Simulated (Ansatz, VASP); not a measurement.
**One calculation of ZnSe, two programs**

```
Zn Se
1.0
     0.00000    2.82777    2.82777
     2.82777    0.00000    2.82777
     2.82777    2.82777    0.00000
Zn Se
1 1
Cartesian
  0.0000 0.0000 0.0000
  1.4139 1.4139 1.4139
```

Alike in both runs: functional PBE; dispersion D3(BJ); k mesh 6 × 6 × 6; no spin polarisation.

Ansatz relaxed the structure, and its values are those at the end. VASP's run is a single point on that final structure, the one shown.

```csv
,VASP,Ansatz
version,VASP 6.6.1,Ansatz 0.2.0
potentials or method,"VASP PAW PBE potentials, release 64 (Zn, Se), cutoff 520 eV","plane waves, PAW"
occupations,"gaussian, width 0.01 eV",fixed
valence electrons in the cell,18,28
```

VASP gave:

```
pressure (GPa) : 0.2
```

**Question.** Which values does Ansatz return?

**Answer.** Pressure (GPa): 0.0.

VASP's potentials hold 18 valence electrons a cell and Ansatz's 28, so a difference there can come from the potentials and not from the codes.
